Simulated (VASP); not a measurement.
# Ta3Cd (P6/mmm) in VASP: further runs, part 2 of 2

VASP 6.6.1.

### 5 Relaxation of cell and atoms, PBE

INCAR reads:

```
  PREC = Accurate
  ENCUT = 600
  EDIFF = 1E-7
  ISMEAR = 0
  SIGMA = 0.1
  LREAL = False
  LASPH = True
  NELM = 100
  ALGO = Normal
  ISIF = 3
  LWAVE = False
  LCHARG = False
  GGA = PE
  IBRION = 2
  NSW = 100
  EDIFFG = -0.01
```

KPOINTS reads:

```
Automatic mesh
0
Gamma
  9 9 14
```

POSCAR reads:

```
Ta3Cd
1.0
    5.6064620615      0.0000000000      0.0000000000
   -2.8032310307      4.8553385706      0.0000000000
    0.0000000000      0.0000000000      2.8144226142
Ta Cd
3 1
Direct
    0.5000000000      0.0000000000      0.0000000000
    0.0000000000      0.5000000000      0.0000000000
    0.5000000000      0.5000000000      0.0000000000
    0.0000000000      0.0000000000      0.5000000000
```

Potentials or basis: VASP PAW PBE potentials, release 64 (Ta_pv, Cd).

Started as:

```bash
cat potpaw_PBE.64/Ta_pv/POTCAR potpaw_PBE.64/Cd/POTCAR > POTCAR
mpirun -np 1 vasp_std > vasp.out
```

OUTCAR:

```text
PREC = Accurate
   ENCUT = 600
   EDIFF = 1E-7
   ISMEAR = 0
   LREAL = False
   LASPH = True
   NELM = 100
   ISIF = 3
   GGA = PE
   IBRION = 2
   NSW = 100
   EDIFFG = -0.01

 ion  position               nearest neighbor table
   1  0.500  0.000  0.000-   3 2.80   3 2.80   2 2.80   2 2.80   4 3.14   4 3.14   4 3.14   4 3.14

   2  0.000  0.500  0.000-   3 2.80   3 2.80   1 2.80   1 2.80   4 3.14   4 3.14   4 3.14   4 3.14

   3  0.500  0.500  0.000-   1 2.80   1 2.80   2 2.80   2 2.80   4 3.14   4 3.14   4 3.14   4 3.14

   4  0.000  0.000  0.500-   2 3.14   2 3.14   2 3.14   2 3.14   1 3.14   1 3.14   1 3.14   1 3.14
                             3 3.14   3 3.14   3 3.14   3 3.14

  LATTYP: Found a hexagonal cell.
 ALAT       =     5.6064620615
 C/A-ratio  =     0.5019961936

  Lattice vectors:

 A1 = (   5.6064620615,   0.0000000000,   0.0000000000)
 A2 = (  -2.8032310307,   4.8553385706,   0.0000000000)
 A3 = (   0.0000000000,   0.0000000000,   2.8144226142)

Analysis of symmetry for initial positions (statically):
=====================================================================
 Subroutine PRICEL returns:
 Original cell was already a primitive cell.

 Routine SETGRP: Setting up the symmetry group for a
 hexagonal supercell.

 Subroutine GETGRP returns: Found 24 space group operations
 (whereof 24 operations were pure point group operations)
 out of a pool of 24 trial point group operations.

The static configuration has the point symmetry D_6h.

Analysis of symmetry for dynamics (positions and initial velocities):
=====================================================================
 Subroutine PRICEL returns:
 Original cell was already a primitive cell.

 Routine SETGRP: Setting up the symmetry group for a
 hexagonal supercell.

 Subroutine GETGRP returns: Found 24 space group operations
[... 132 lines left out ...]
   GGA     = PE    functional components
   LHFCALC =     F    Hartree Fock is set to
   AEXX    =    0.0000 exact exchange contribution
   IVDW    =     0    specifies the selected vdW correction
   LEPSILON=     F    determine dielectric tensor
   LRPA    =     F    only Hartree local field effects (RPA)
 conjugate gradient relaxation of ions
 non-spin polarized calculation
 Gauss-broadening in eV      SIGMA  =   0.10
  energy-cutoff  :      600.00
  volume of cell :       76.61
 maximum number of plane-waves:      2603
 NGX is ok and might be reduce to    48

--------------------------------------- Ionic step        1  -------------------------------------------

 number of electron      45.0000008 magnetization

 Free energy of the ion-electron system (eV)
  ---------------------------------------------------
  ext. energy  EPLUGINS =         0.00000000
  ---------------------------------------------------
  free energy    TOTEN  =       -34.54046243 eV

  energy without entropy =      -34.52628203  energy(sigma->0) =      -34.53337223

------------------------ aborting loop because EDIFF is reached ----------------------------------------

  FORCE on cell =-STRESS in cart. coord.  units (eV):
  Direction    XX          YY          ZZ          XY          YZ          ZX
  --------------------------------------------------------------------------------------
  -------------------------------------------------------------------------------------
  Total        0.1900709      0.1900709     -0.7391229      0.0000000      0.0000000     -0.0000000
  in kB        3.9749202      3.9749202    -15.4571531      0.0000000      0.0000000     -0.0000000
  external PRESSURE =      -2.5024376 kB  Pullay stress =       0.0000000 kB
[... 139 lines left out ...]
--------------------------------------- Ionic step        5  -------------------------------------------

 number of electron      45.0000009 magnetization

 Free energy of the ion-electron system (eV)
  ---------------------------------------------------
  ext. energy  EPLUGINS =         0.00000000
  ---------------------------------------------------
  free energy    TOTEN  =       -34.54260392 eV

  energy without entropy =      -34.52882727  energy(sigma->0) =      -34.53571559

 E-fermi :   4.8400     XC(G=0): -12.1452

 val. band max:        4.8307422216   @ k =   0.4444  -0.0000   0.2857
 cond. band min:       4.8428763208   @ k =   0.2222   0.2222   0.1429
 fundamental gap:      0.0121340992
 Fermi energy:         4.8399739847

 k-point     1 :       0.0000    0.0000    0.0000
  band No.  band energies     occupation
      1     -29.9967      2.00000
      2     -29.6566      2.00000
      3     -29.6566      2.00000
      4     -29.0539      2.00000
      5     -28.9042      2.00000
      6     -28.7786      2.00000
[... 709 lines left out ...]
     26       7.4287      0.00000
     27       7.6539      0.00000

 [... further k-points ...]

------------------------ aborting loop because EDIFF is reached ----------------------------------------

  FORCE on cell =-STRESS in cart. coord.  units (eV):
  Direction    XX          YY          ZZ          XY          YZ          ZX
  --------------------------------------------------------------------------------------
  -------------------------------------------------------------------------------------
  Total        0.0029528      0.0029528      0.0014924      0.0000000      0.0000000      0.0000000
  in kB        0.0618670      0.0618670      0.0312687      0.0000000      0.0000000      0.0000000
  external PRESSURE =       0.0516676 kB  Pullay stress =       0.0000000 kB
[... 19 lines left out ...]
  FREE ENERGIE OF THE ION-ELECTRON SYSTEM (eV)
  ---------------------------------------------------
  free  energy   TOTEN  =       -34.5426039164 eV

  energy  without entropy=      -34.5288272676  energy(sigma->0) =      -34.53571559

 reached required accuracy - stopping structural energy minimisation
```

OSZICAR:

```text
N       E                     dE             d eps       ncg     rms          rms(c)
DAV:   1     0.439464696230E+03    0.43946E+03   -0.27136E+04  5184   0.189E+03
DAV:   2    -0.156685636704E+02   -0.45513E+03   -0.44689E+03  5491   0.513E+02
DAV:   3    -0.355855018827E+02   -0.19917E+02   -0.19152E+02  6643   0.930E+01
[... 43 lines left out ...]
DAV:   3    -0.345426024046E+02    0.32408E-04   -0.97341E-05  5902   0.733E-02    0.213E-02
DAV:   4    -0.345426023085E+02    0.96168E-07   -0.53625E-06  6360   0.173E-02    0.986E-03
DAV:   5    -0.345426036928E+02   -0.13844E-05   -0.11222E-06  5722   0.799E-03    0.249E-03
DAV:   6    -0.345426039884E+02   -0.29557E-06   -0.13045E-07  3822   0.304E-03    0.115E-03
DAV:   7    -0.345426039164E+02    0.71977E-07   -0.17025E-08  2901   0.107E-03
   5 F= -.34542604E+02 E0= -.34535716E+02  d E =-.136557E-04
```

CONTCAR:

```text
Ta3Cd
   1.00000000000000
     5.6150624553891877    0.0000000000000886   -0.0000000000000000
    -2.8075312276444402    4.8627867301904857    0.0000000000000000
    -0.0000000000000000    0.0000000000000000    2.8005178372096671
  Ta              Cd
     3     1
Direct
     0.5000000000000000    0.0000000000000000    1.0000000000000000
     0.0000000000000000    0.5000000000000000    0.0000000000000000
     0.5000000000000000    0.5000000000000000    0.0000000000000000
     0.0000000000000000    0.0000000000000000    0.5000000000000000

  0.00000000E+00  0.00000000E+00  0.00000000E+00
  0.00000000E+00  0.00000000E+00  0.00000000E+00
  0.00000000E+00  0.00000000E+00  0.00000000E+00
  0.00000000E+00  0.00000000E+00  0.00000000E+00
```

Run time: 10 min. Hardware: 1 thread of Intel Xeon Platinum 8259CL at 2.50GHz (Skylake/Cascade Lake), shared host; peak memory 0.4 GiB.

Results:

```
Free energy                            : -34.5426 eV
Relaxed volume                         : 19.12 Å³/atom
Relaxed cell                           : a = 5.615 Å, b = 5.615 Å, c = 2.801 Å, α = 90.00°, β = 90.00°, γ = 120.00°
Space group after relaxing (to 0.05 Å) : P6/mmm (No. 191)
Energy gained by relaxing              : 0.5 meV/atom
Ionic steps                            : 5
Pressure after relaxing                : 0.0 GPa
```

Step by step:
| step | energy change (eV) | largest force (eV/Å) | pressure (GPa) | volume (Å³) |
| --- | --- | --- | --- | --- |
| 1 | 0.0000 | 0.0000 | -0.25 | 76.61 |
| 2 | -0.0008 | 0.0000 | 0.38 | 76.28 |
| 3 | -0.0021 | 0.0000 | 0.09 | 76.42 |
| 4 | -0.0021 | 0.0000 | -0.12 | 76.53 |
| 5 | -0.0021 | 0.0000 | 0.01 | 76.47 |

Final structure:
```xyz
4
Lattice="5.6151 0.0000 0.0000 -2.8075 4.8628 0.0000 0.0000 0.0000 2.8005" Properties=species:S:1:pos:R:3 pbc="T T T"
Ta    2.8075    0.0000    2.8005
Ta   -1.4038    2.4314    0.0000
Ta    1.4038    2.4314    0.0000
Cd    0.0000    0.0000    1.4003
```

Caveat: spin-orbit coupling is left out, which moves the levels of the heavy elements.

### 6 Single point, PBE

This run uses another cell than the first one: it holds 8 atoms, not 4.

INCAR reads:

```
SYSTEM = Ta3Cd
ALGO = Normal ; EDIFF = 1E-6
ENCUT = 520 ; GGA = PE
ISIF = 2 ; ISMEAR = 0
LASPH = .True. ; LCHARG = .False.
LREAL = .False. ; LWAVE = .False.
NBANDS = 55 ; NELM = 100
PREC = Accurate ; SIGMA = 0.1
```

KPOINTS reads:

```
k-points
0
Gamma
  3 3 4
  0 0 0
```

POSCAR reads:

```
Ta3Cd
1.0
    5.5721559682      0.0000000000      0.0000000000
   -2.7860779841      4.8256286223      0.0000000000
    0.0000000000      0.0000000000      5.6842196689
Ta Cd
6 2
Direct
    0.5000000043      0.0000000000      0.0138255035
    0.0000000000      0.5000000043      0.0138255035
    0.4999999957      0.4999999957      0.0138255035
    0.4999999957      0.0000000000      0.5138255035
    0.5000000043      0.5000000043      0.5138255035
    0.0000000000      0.4999999957      0.5138255035
    0.0000000000      0.0000000000      0.2638240079
    0.0000000000      0.0000000000      0.7638240079
```

Potentials or basis: VASP PAW PBE potentials, release 64 (Ta_pv, Cd).

Started as:

```bash
cat potpaw_PBE.64/Ta_pv/POTCAR potpaw_PBE.64/Cd/POTCAR > POTCAR
mpirun -np 1 vasp_std > vasp.out
```

OUTCAR:

```text
SYSTEM = Ta3Cd
   EDIFF = 1E-6
   ENCUT = 520
   GGA = PE
   ISIF = 2
   ISMEAR = 0
   LASPH = .True.
   LREAL = .False.
   NELM = 100
   PREC = Accurate

 ion  position               nearest neighbor table
   1  0.500  0.000  0.014-   2 2.79   3 2.79   3 2.79   2 2.79   4 2.84   4 2.84   7 3.13   7 3.13
                             8 3.13   8 3.13
   2  0.000  0.500  0.014-   1 2.79   1 2.79   3 2.79   3 2.79   6 2.84   6 2.84   7 3.13   7 3.13
                             8 3.13   8 3.13
   3  0.500  0.500  0.014-   1 2.79   1 2.79   2 2.79   2 2.79   5 2.84   5 2.84   7 3.13   7 3.13
                             8 3.13   8 3.13
   4  0.500  0.000  0.514-   6 2.79   5 2.79   5 2.79   6 2.79   1 2.84   1 2.84   8 3.13   8 3.13
                             7 3.13   7 3.13
   5  0.500  0.500  0.514-   4 2.79   4 2.79   6 2.79   6 2.79   3 2.84   3 2.84   8 3.13   8 3.13
                             7 3.13   7 3.13
   6  0.000  0.500  0.514-   4 2.79   4 2.79   5 2.79   5 2.79   2 2.84   2 2.84   8 3.13   8 3.13
                             7 3.13   7 3.13
   7  0.000  0.000  0.264-   8 2.84   8 2.84   2 3.13   3 3.13   1 3.13   2 3.13   3 3.13   1 3.13
                             6 3.13   5 3.13   4 3.13   6 3.13   5 3.13   4 3.13
   8  0.000  0.000  0.764-   7 2.84   7 2.84   5 3.13   6 3.13   4 3.13   5 3.13   6 3.13   4 3.13
[... 212 lines left out ...]
      5     -29.6277      2.00000
      6     -29.6019      2.00000
[... 511 lines left out ...]
     54       7.1728      0.00000
     55       7.1729      0.00000

------------------------ aborting loop because EDIFF is reached ----------------------------------------

  FORCE on cell =-STRESS in cart. coord.  units (eV):
  Direction    XX          YY          ZZ          XY          YZ          ZX
  --------------------------------------------------------------------------------------
  -------------------------------------------------------------------------------------
  Total        0.2766125      0.2766125      0.5594047      0.0000000      0.0000000      0.0000000
  in kB        2.8995753      2.8995753      5.8639287      0.0000000      0.0000000      0.0000000
  external PRESSURE =       3.8876931 kB  Pullay stress =       0.0000000 kB

 VOLUME and BASIS-vectors are now :
 -----------------------------------------------------------------------------
  energy-cutoff  :      520.00
  volume of cell :      152.84
      direct lattice vectors                 reciprocal lattice vectors
     5.572155968  0.000000000  0.000000000     0.179463749  0.103613444  0.000000000
    -2.786077984  4.825628622  0.000000000     0.000000000  0.207226888  0.000000000
     0.000000000  0.000000000  5.684219669     0.000000000  0.000000000  0.175925643

 POSITION                                       TOTAL-FORCE (eV/Angst)
 -----------------------------------------------------------------------------------
      2.78608      0.00000      0.07859        -0.000000      0.000000      0.000000
     -1.39304      2.41281      0.07859         0.000000     -0.000000     -0.000000
      1.39304      2.41281      0.07859        -0.000000     -0.000000     -0.000000
      2.78608      0.00000      2.92070        -0.000000     -0.000000      0.000000
      1.39304      2.41281      2.92070         0.000000     -0.000000     -0.000000
     -1.39304      2.41281      2.92070         0.000000     -0.000000     -0.000000
      0.00000      0.00000      1.49963         0.000000     -0.000000      0.000000
      0.00000      0.00000      4.34174         0.000000     -0.000000      0.000000
 -----------------------------------------------------------------------------------
    total drift:                                0.000000      0.000000     -0.015501

  FREE ENERGIE OF THE ION-ELECTRON SYSTEM (eV)
  ---------------------------------------------------
  free  energy   TOTEN  =       -69.2886760122 eV

  energy  without entropy=      -69.2479286156  energy(sigma->0) =      -69.26830231
```

OSZICAR:

```text
N       E                     dE             d eps       ncg     rms          rms(c)
DAV:   1     0.916173176693E+03    0.91617E+03   -0.49278E+04   990   0.170E+03
DAV:   2    -0.242226605198E+02   -0.94040E+03   -0.91601E+03  1053   0.506E+02
DAV:   3    -0.710515280700E+02   -0.46829E+02   -0.45528E+02  1231   0.104E+02
DAV:   4    -0.721975695640E+02   -0.11460E+01   -0.11274E+01  1212   0.128E+01
DAV:   5    -0.722239255546E+02   -0.26356E-01   -0.26278E-01  1231   0.172E+00    0.295E+01
DAV:   6    -0.698250240203E+02    0.23989E+01   -0.45665E+00  1181   0.142E+01    0.162E+01
DAV:   7    -0.692921721020E+02    0.53285E+00   -0.18957E+00  1149   0.687E+00    0.258E+00
DAV:   8    -0.692900657315E+02    0.21064E-02   -0.67595E-02  1268   0.105E+00    0.902E-01
DAV:   9    -0.692886329731E+02    0.14328E-02   -0.93648E-03  1158   0.476E-01    0.145E-01
DAV:  10    -0.692886611771E+02   -0.28204E-04   -0.76223E-04  1173   0.144E-01    0.980E-02
DAV:  11    -0.692886721368E+02   -0.10960E-04   -0.65874E-05  1269   0.435E-02    0.216E-02
DAV:  12    -0.692886781040E+02   -0.59673E-05   -0.96914E-06  1005   0.130E-02    0.640E-03
DAV:  13    -0.692886759709E+02    0.21331E-05   -0.14941E-06   757   0.749E-03    0.169E-03
DAV:  14    -0.692886760122E+02   -0.41213E-07   -0.19131E-07   701   0.235E-03
   1 F= -.69288676E+02 E0= -.69268302E+02  d E =-.407474E-01
```

stdout:

```text
POSCAR found type information on POSCAR TaCd
 POSCAR found :  2 types and       8 ions
 scaLAPACK will be used
 LDA part: xc-table for (Slater+PW92), standard interpolation
 POSCAR, INCAR and KPOINTS ok, starting setup
 FFT: planning ... GRIDC
 FFT: planning ... GRID_SOFT
 FFT: planning ... GRID
 WAVECAR not read
 entering main loop
```

It took 88 s on 1 thread of Intel Xeon Platinum 8259CL at 2.50GHz (Skylake/Cascade Lake), shared host; peak memory 0.27 GiB.

Results:

```
Free energy            : -69.2887 eV
Pressure               : 0.4 GPa
Band gap on the k mesh : zero (band 45 reaches 5.81 eV, above the bottom of band 46 at 3.98 eV)
```

Stress tensor (GPa, compression positive):
```
0.29 0.00 0.00
0.00 0.29 0.00
0.00 0.00 0.59
```

Caveat: the k points lie up to 0.43 Å⁻¹ apart; spin-orbit coupling is left out, which moves the levels of the heavy elements.

### 7 Summary

| task | cell | k mesh | cutoff (eV) | gap on the mesh (eV) | pressure (GPa) | relaxed volume (Å³/atom) |
| --- | --- | --- | --- | --- | --- | --- |
| single point | a = 5.606, b = 5.606, c = 2.814 Å, angles 90.0, 90.0, 120.0°, 4 atoms | 6 × 6 × 6 | 520 | none | 0.0 | - |
| relaxation of cell and atoms | relaxed from a = 5.572, b = 5.572, c = 2.842 Å, angles 90.0, 90.0, 120.0°, 4 atoms | 6 × 6 × 6 | 600 | none | -0.2 | 19.17 |
| single point | a = 5.612, b = 5.612, c = 2.799 Å, angles 90.0, 90.0, 120.0°, 4 atoms | 9 × 9 × 14 | 520 | none | 0.3 | - |
| relaxation of cell and atoms | relaxed from a = 5.606, b = 5.606, c = 2.814 Å, angles 90.0, 90.0, 120.0°, 4 atoms | 9 × 9 × 14 | 600 | none | 0.0 | 19.12 |
| single point | a = 5.572, b = 5.572, c = 5.684 Å, angles 90.0, 90.0, 120.0°, 8 atoms | 3 × 3 × 4 | 520 | none | 0.4 | - |

Alike in all rows: level PBE; potentials or basis VASP PAW PBE potentials, release 64 (Ta_pv, Cd); no spin polarisation; smearing gaussian 0.1 eV.

Caveats: some runs use coarse meshes; spin-orbit coupling is left out, which moves the levels of the heavy elements.

Total energies depend on the potentials used, so only differences within one code and one set of settings carry meaning.
